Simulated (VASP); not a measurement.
# Rb (R-3m) in VASP: a series of runs

Runs on Rb. Level: PBEsol. Tasks: single point.

Everything below comes from runs of VASP 6.6.1. Logs are shortened: lines on timing, memory, paths and dates and some standing lists are left out, and cuts for length are marked.

**1. The cell of the first run**

The structure is trigonal, space group R-3m (No. 166). Conventional cell: a = 8.378 Å, b = 8.378 Å, c = 4.361 Å, α = 90.00°, β = 90.00°, γ = 120.00°. Rb (site symmetry -3m) has 14 Rb at 4.36 to 5.64 Å within 5.7 Å.

**2. Single point, PBEsol**

The input, INCAR:

```
PREC = Accurate
ENCUT = 520
EDIFF = 1E-6
ISMEAR = 0
SIGMA = 0.15
LREAL = False
LASPH = True
NELM = 60
ALGO = Fast
ISIF = 2
LWAVE = False
LCHARG = False
GGA = PS
NBANDS = 10
```

The input, KPOINTS:

```
regular mesh
0
Gamma
  14 14 14
```

The input, POSCAR:

```
Rb
1.0
   -3.1103122477      2.8140920337      2.8140920337
    2.8140920337     -3.1103122477      2.8140920337
    2.8140920337      2.8140920337     -3.1103122477
Rb
1
Direct
    0.0000000000      0.0000000000      0.0000000000
```

Potentials or basis: VASP PAW PBE potentials, release 64 (Rb_sv).

The run is started by

```bash
> cat potpaw_PBE.64/Rb_sv/POTCAR > POTCAR
> mpirun -np 1 vasp_std > vasp.out
```

OUTCAR:

```text
PREC = Accurate
   ENCUT = 520
   EDIFF = 1E-6
   ISMEAR = 0
   LREAL = False
   LASPH = True
   NELM = 60
   ISIF = 2
   GGA = PS

 ion  position               nearest neighbor table
   1  0.000  0.000  0.000-

  LATTYP: Found a trigonal (rhomboedric) cell.
 ALAT       =     5.0509672565
 COS(alpha) =    -0.3757523646

  Lattice vectors:

 A1 = (  -3.1103122477,   2.8140920337,   2.8140920337)
 A2 = (   2.8140920337,  -3.1103122477,   2.8140920337)
 A3 = (   2.8140920337,   2.8140920337,  -3.1103122477)

Analysis of symmetry for initial positions (statically):
=====================================================================
 Subroutine PRICEL returns:
 Original cell was already a primitive cell.

 Routine SETGRP: Setting up the symmetry group for a
 trigonal (rhombohedral) supercell.

 Subroutine GETGRP returns: Found 12 space group operations
 (whereof 12 operations were pure point group operations)
 out of a pool of 12 trial point group operations.

The static configuration has the point symmetry D_3d.

Analysis of symmetry for dynamics (positions and initial velocities):
=====================================================================
 Subroutine PRICEL returns:
 Original cell was already a primitive cell.

 Routine SETGRP: Setting up the symmetry group for a
 trigonal (rhombohedral) supercell.

 Subroutine GETGRP returns: Found 12 space group operations
 (whereof 12 operations were pure point group operations)
 out of a pool of 12 trial point group operations.

The dynamic configuration has the point symmetry D_3d.

 Subroutine INISYM returns: Found 12 space group operations
 (whereof 12 operations are pure point group operations),
 and found     1 'primitive' translations

----------------------------------------------------------------------------------------

                                     Primitive cell

  volume of cell :      88.3737

  direct lattice vectors                    reciprocal lattice vectors
    -3.110312248  2.814092034  2.814092034     0.019858040  0.188651383  0.188651383
     2.814092034 -3.110312248  2.814092034     0.188651383  0.019858040  0.188651383
     2.814092034  2.814092034 -3.110312248     0.188651383  0.188651383  0.019858040

  length of vectors
     5.050967257  5.050967257  5.050967257     0.267531363  0.267531363  0.267531363

  position of ions in fractional coordinates (direct lattice)
     0.000000000  0.000000000  0.000000000

  ion indices of the primitive-cell ions
   primitive index   ion index
                 1           1

----------------------------------------------------------------------------------------

 KPOINTS: regular mesh

Automatic generation of k-mesh.
 Grid dimensions read from file:
 generate k-points for:   14   14   14

 Generating k-lattice:

  Cartesian coordinates                     Fractional coordinates (reciprocal lattice)
     0.001418431  0.013475099  0.013475099     0.071428571 -0.000000000 -0.000000000
     0.013475099  0.001418431  0.013475099    -0.000000000  0.071428571 -0.000000000
     0.013475099  0.013475099  0.001418431    -0.000000000 -0.000000000  0.071428571

  Length of vectors
     0.019109383  0.019109383  0.019109383

  Shift w.r.t. Gamma in fractional coordinates (k-lattice)
     0.000000000  0.000000000  0.000000000

 Subroutine IBZKPT returns following result:
 ===========================================

 Found    288 irreducible k-points:

 Following reciprocal coordinates:
            Coordinates               Weight
  0.000000  0.000000  0.000000      1.000000
  0.071429 -0.000000 -0.000000      6.000000
  0.142857 -0.000000 -0.000000      6.000000
  0.214286 -0.000000 -0.000000      6.000000
  0.285714 -0.000000 -0.000000      6.000000
  0.357143 -0.000000 -0.000000      6.000000
[... 16 lines left out ...]
  0.214286  0.142857 -0.000000     12.000000
  0.285714  0.142857 -0.000000     12.000000
 [... further k-points ...]
   k-points           NKPTS =    288   k-points in BZ     NKDIM =    288   number of bands    NBANDS=     10
   number of dos      NEDOS =    301   number of ions     NIONS =      1
   total plane-waves  NPLWV =  64000
   dimension x,y,z NGX =    40 NGY =   40 NGZ =   40
   dimension x,y,z NGXF=    80 NGYF=   80 NGZF=   80
   ions per type =               1
   NGX,Y,Z   is equivalent  to a cutoff of  13.17, 13.17, 13.17 a.u.
   NGXF,Y,Z  is equivalent  to a cutoff of  26.33, 26.33, 26.33 a.u.
 SYSTEM =  unknown system
   PREC   = accura    normal or accurate (medium, high low for compatibility)
   ISTART =      0    job   : 0-new  1-cont  2-samecut
   ICHARG =      2    charge: 1-file 2-atom 10-const
   ISPIN  =      1    spin polarized calculation?
   LNONCOLLINEAR =      F non collinear calculations
   LSORBIT =      F    spin-orbit coupling
   LASPH  =      T    aspherical Exc in radial PAW
   ENCUT  =  520.0 eV  38.22 Ry    6.18 a.u.   9.39  9.39  9.39*2*pi/ulx,y,z
   NELM   =     60;   NELMIN=  2; NELMDL= -5     # of ELM steps
   EDIFF  = 0.1E-05   stopping-criterion for ELM
   LREAL  =      F    real-space projection
   EDIFFG = 0.1E-04   stopping-criterion for IOM
   NSW    =      0    number of steps for IOM
   IBRION =     -1    ionic relax: 0-MD 1-quasi-New 2-CG
   NFREE  =      0    steps in history (QN), initial steepest desc. (CG)
   ISIF   =      2    stress and relaxation
   ISYM   =      2    0-nonsym 1-usesym 2-fastsym
   POTIM  = 0.5000    time-step for ionic-motion
   TEBEG  =    0.0;   TEEND  =   0.0 temperature during run
   PSTRESS=    0.0 pullay stress
   NELECT =       9.0000    total number of electrons
   NUPDOWN=      -1.0000    fix difference up-down
   EMIN   =  10.00;   EMAX   =-10.00  energy-range for DOS
   EFERMI =   0.00;   METHOD = LEGACY
   ISMEAR =     0;   SIGMA  =   0.15  broadening in eV -4-tet -1-fermi 0-gaus
   EFERMI_NEDOS =   21; number of points for ismear=-14 and -15
   IALGO  =     68    algorithm
   IMIX   =      4    mixing-type and parameters
     AMIX     =   0.40;   BMIX     =  1.00
     AMIX_MAG =   1.60;   BMIX_MAG =  1.00
  volume/ion in A,a.u.               =      88.37       596.38
  Fermi-wavevector in a.u.,A,eV,Ry     =   0.764507  1.444708  7.952205  0.584471
  Thomas-Fermi vector in A             =   1.864423
   LORBIT       =      0    0 simple, 1 ext, 2 COOP (PROOUT), +10 PAW based schemes
   GGA     = PS    functional components
   LHFCALC =     F    Hartree Fock is set to
   AEXX    =    0.0000 exact exchange contribution
   IVDW    =     0    specifies the selected vdW correction
   LEPSILON=     F    determine dielectric tensor
   LRPA    =     F    only Hartree local field effects (RPA)
 non-spin polarized calculation
 RMM-DIIS sequential band-by-band and
 Gauss-broadening in eV      SIGMA  =   0.15
  energy-cutoff  :      520.00
  volume of cell :       88.37
 maximum number of plane-waves:      2405
 NGX is ok and might be reduce to    40

 number of electron       9.0000000 magnetization

 Free energy of the ion-electron system (eV)
  ---------------------------------------------------
  ext. energy  EPLUGINS =         0.00000000
  ---------------------------------------------------
  free energy    TOTEN  =        -1.00633271 eV

  energy without entropy =       -0.99700804  energy(sigma->0) =       -1.00167038

 E-fermi :   0.0149     XC(G=0):  -5.5922

 val. band max:       -0.0001839977   @ k =   0.5000   0.2143  -0.0000
 cond. band min:       0.0268100905   @ k =   0.5000   0.3571   0.2143
 fundamental gap:      0.0269940882
 Fermi energy:         0.0148915775

 k-point     1 :       0.0000    0.0000    0.0000
  band No.  band energies     occupation
      1     -28.8643      2.00000
      2     -12.9121      2.00000
      3     -12.9121      2.00000
      4     -12.8759      2.00000
      5      -1.9986      2.00000
      6       3.2268      0.00000
      7       3.6197      0.00000
      8       3.6197      0.00000
      9       5.1058      0.00000
     10       5.1059      0.00000

 k-point     2 :       0.0714   -0.0000   -0.0000
  band No.  band energies     occupation
      1     -28.8637      2.00000
      2     -12.9135      2.00000
      3     -12.9116      2.00000
      4     -12.8863      2.00000
      5      -1.9278      2.00000
      6       3.2711      0.00000
      7       3.5544      0.00000
      8       3.6644      0.00000
      9       4.7625      0.00000
     10       4.9473      0.00000

 k-point     3 :       0.1429   -0.0000   -0.0000
  band No.  band energies     occupation
      1     -28.8622      2.00000
      2     -12.9208      2.00000
      3     -12.9118      2.00000
      4     -12.9099      2.00000
      5      -1.7194      2.00000
      6       3.3248      0.00000
      7       3.3867      0.00000
      8       3.7975      0.00000
      9       4.2330      0.00000
     10       4.6630      0.00000

 k-point     4 :       0.2143   -0.0000   -0.0000
  band No.  band energies     occupation
      1     -28.8600      2.00000
      2     -12.9594      2.00000
      3     -12.9201      2.00000
      4     -12.9076      2.00000
      5      -1.3854      2.00000
      6       3.0507      0.00000
      7       3.1674      0.00000
      8       4.0230      0.00000
      9       4.1217      0.00000
     10       4.4534      0.00000
[... 222 lines left out ...]
 k-point    22 :       0.1429    0.1429   -0.0000
  band No.  band energies     occupation
      1     -28.8579      2.00000
      2     -13.0026      2.00000
      3     -12.9127      2.00000
      4     -12.9082      2.00000
      5      -1.1389      2.00000
      6       2.9066      0.00000
      7       3.0958      0.00000
      8       3.9039      0.00000
      9       4.1402      0.00000
     10       4.5659      0.00000

 k-point    23 :       0.2143    0.1429   -0.0000
  band No.  band energies     occupation
      1     -28.8556      2.00000
      2     -13.0431      2.00000
      3     -12.9168      2.00000
      4     -12.9066      2.00000
      5      -0.6870      2.00000
      6       2.3707      0.00000
      7       2.7968      0.00000
      8       4.0325      0.00000
      9       4.4321      0.00000
     10       4.7163      0.00000

 k-point    24 :       0.2857    0.1429   -0.0000
  band No.  band energies     occupation
      1     -28.8540      2.00000
      2     -13.0713      2.00000
      3     -12.9235      2.00000
      4     -12.9053      2.00000
      5      -0.1590      1.89891
      6       1.8576      0.00000
      7       2.5548      0.00000
      8       4.0775      0.00000
      9       4.5217      0.00000
     10       4.9498      0.00000

 [... further k-points ...]

------------------------ aborting loop because EDIFF is reached ----------------------------------------

  FORCE on cell =-STRESS in cart. coord.  units (eV):
  Direction    XX          YY          ZZ          XY          YZ          ZX
  --------------------------------------------------------------------------------------
  -------------------------------------------------------------------------------------
  Total       -0.0134159     -0.0134159     -0.0134159      0.1567807      0.1567807      0.1567807
  in kB       -0.2432240     -0.2432240     -0.2432240      2.8423666      2.8423666      2.8423666
  external PRESSURE =      -0.2432240 kB  Pullay stress =       0.0000000 kB

 VOLUME and BASIS-vectors are now :
 -----------------------------------------------------------------------------
  energy-cutoff  :      520.00
  volume of cell :       88.37
      direct lattice vectors                 reciprocal lattice vectors
    -3.110312248  2.814092034  2.814092034     0.019858040  0.188651383  0.188651383
     2.814092034 -3.110312248  2.814092034     0.188651383  0.019858040  0.188651383
     2.814092034  2.814092034 -3.110312248     0.188651383  0.188651383  0.019858040

 POSITION                                       TOTAL-FORCE (eV/Angst)
 -----------------------------------------------------------------------------------
      0.00000      0.00000      0.00000         0.000000     -0.000000     -0.000000
 -----------------------------------------------------------------------------------
    total drift:                                0.000000      0.000000     -0.000000

  FREE ENERGIE OF THE ION-ELECTRON SYSTEM (eV)
  ---------------------------------------------------
  free  energy   TOTEN  =        -1.0063327100 eV

  energy  without entropy=       -0.9970080417  energy(sigma->0) =       -1.00167038
```

Wall time 7 min (1 thread of Intel Xeon 8259CL, shared host); peak memory 0.41 GiB.

Results:

```
Free energy            : -1.0063 eV
Pressure               : 0.0 GPa
Band gap on the k mesh : zero (an odd number of electrons rules out a gap without spin polarisation)
```

Stress tensor (GPa, compression positive):
```
-0.02  0.28  0.28
 0.28 -0.02  0.28
 0.28  0.28 -0.02
```

Levels at points of the mesh, in eV from the Fermi level:
```
           k point  band 1  band 2  band 3  band 4  band 5  band 6  band 7  band 8
(0.00, 0.00, 0.00)  -28.88  -12.93  -12.93  -12.89   -2.01    3.21    3.60    3.60
(0.50, 0.00, 0.00)  -28.87  -13.10  -12.95  -12.92    0.46    1.12    2.58    3.98
(0.50, 0.50, 0.00)  -28.88  -13.01  -12.95  -12.90    0.03    0.56    2.45    4.81
(0.50, 0.50, 0.50)  -28.87  -13.09  -12.96  -12.96    1.27    1.27    3.34    3.34
```

Caveat: the PAW data sets were made with another functional, which shifts forces and pressure a little.

**3. Single point, PBEsol**

This run uses another cell than the first one, of the same volume but with other edges.

The input, INCAR:

```
SYSTEM = Rb
PREC = Accurate
ENCUT = 520
EDIFF = 1E-7
ISMEAR = 0
SIGMA = 0.15
LREAL = .FALSE.
LASPH = .TRUE.
NELM = 80
ALGO = Fast
ISIF = 2
LWAVE = .FALSE.
LCHARG = .FALSE.
GGA = PS
NBANDS = 10
```

The input, KPOINTS:

```
Automatic mesh
0
G
  14 14 14
  0 0 0
```

The input, POSCAR:

```
Rb
1.0
   -2.4645106239      2.8165835702      2.8165835702
    2.8165835702     -2.4645106239      2.8165835702
    2.8165835702      2.8165835702     -2.4645106239
Rb
1
Direct
    0.0000000000      0.0000000000      0.0000000000
```

Potentials or basis: VASP PAW PBE potentials, release 64 (Rb_sv).

The run is started by

```bash
> cat potpaw_PBE.64/Rb_sv/POTCAR > POTCAR
> mpirun -np 1 vasp_std > vasp.out
```

Wall time 5.9 min (1 thread of Intel Xeon 8259CL, shared host); peak memory 0.38 GiB.

The run converged. Its results:

- Free energy: -1.0094 eV
- Pressure: 0.0 GPa
- Band gap on the k mesh: zero (an odd number of electrons rules out a gap without spin polarisation)

Stress tensor (GPa, compression positive):
```
-0.03 -0.17 -0.17
-0.17 -0.03 -0.17
-0.17 -0.17 -0.03
```

Levels at points of the mesh, in eV from the Fermi level:
```csv
k point,band 2,band 3,band 4,band 5,band 6,band 7
"(0.00, 0.00, 0.00)",-12.92,-12.91,-12.91,-2.02,3.20,3.20
"(0.50, 0.00, 0.00)",-13.03,-12.92,-12.91,0.04,0.57,2.63
"(0.50, 0.50, 0.00)",-13.04,-12.97,-12.91,0.45,1.12,2.36
"(0.50, 0.50, 0.50)",-13.02,-13.02,-12.96,1.28,1.28,3.31
```

Caveat: the PAW data sets were made with another functional, which shifts forces and pressure a little.

**4. Single point, PBEsol**

This run uses another cell than the first one, of the same volume but with other edges.

The input, INCAR:

```
SYSTEM = Rb
  ALGO = Fast
  EDIFF = 1E-6
  ENCUT = 520
  GGA = PS
  ISIF = 2
  ISMEAR = 0
  LASPH = .True.
  LCHARG = .False.
  LREAL = .False.
  LWAVE = .False.
  NBANDS = 10
  NELM = 100
  PREC = Accurate
  SIGMA = 0.15
```

The input, KPOINTS:

```
k-points
0
Gamma
  14 14 14
  0 0 0
```

The input, POSCAR:

```
Rb
1.0
   -1.8025110711      2.8996917231      2.8996917231
    2.8996917231     -1.8025110711      2.8996917231
    2.8996917231      2.8996917231     -1.8025110711
Rb
1
Direct
    0.0000000000      0.0000000000      0.0000000000
```

The run is started by

```bash
> cat potpaw_PBE.64/Rb_sv/POTCAR > POTCAR
> mpirun -np 1 vasp_std > vasp.out
```

Run time: 4.6 min. Hardware: 1 thread of Intel Xeon 8259CL, shared host; peak memory 0.38 GiB.

The run converged. Its results:

- Free energy: -0.9402 eV
- Pressure: 0.1 GPa
- Band gap on the k mesh: zero (an odd number of electrons rules out a gap without spin polarisation)

Stress tensor (GPa, compression positive):
```
 0.12 -0.12 -0.12
-0.12  0.12 -0.12
-0.12 -0.12  0.12
```

Levels at points of the mesh, in eV from the Fermi level:
```
           k point  band 2  band 3  band 4  band 5  band 6  band 7  band 8  band 9
(0.00, 0.00, 0.00)  -13.01  -13.01  -13.01   -2.02    2.41    2.41    5.66    5.97
(0.50, 0.00, 0.00)  -13.17  -13.00  -12.99   -0.15    0.36    2.86    4.22    4.52
(0.50, 0.50, 0.00)  -13.17  -13.13  -12.98    0.71    1.81    1.86    2.79    4.64
(0.50, 0.50, 0.50)  -13.14  -13.14  -13.10    1.55    1.55    2.42    3.60    4.04
```

Caveat: the PAW data sets were made with another functional, which shifts forces and pressure a little.

**5. Overview**

| cell | further INCAR settings | gap on the mesh (eV) | pressure (GPa) |
| --- | --- | --- | --- |
| a = 5.051 Å, angles 112.1°, 1 atom | ALGO = Fast; EDIFF = 1e-06; NBANDS = 10 | none | 0.0 |
| a = 4.684 Å, angles 105.7°, 1 atom | ALGO = Fast; EDIFF = 1e-07; NBANDS = 10 | none | 0.0 |
| a = 4.479 Å, angles 95.9°, 1 atom | ALGO = Fast; EDIFF = 1e-06; NBANDS = 10 | none | 0.1 |

Alike in all rows: task single point; level PBEsol; potentials or basis VASP PAW PBE potentials, release 64 (Rb_sv); no spin polarisation; k mesh 14 × 14 × 14; cutoff (eV) 520; smearing gaussian 0.15 eV.

Caveats: the PAW data sets were made with another functional, which shifts forces and pressure a little.

Total energies depend on the potentials used, so only differences within one code and one set of settings carry meaning.

The gap in the log of VASP goes by the Fermi energy; the results here count the filled bands.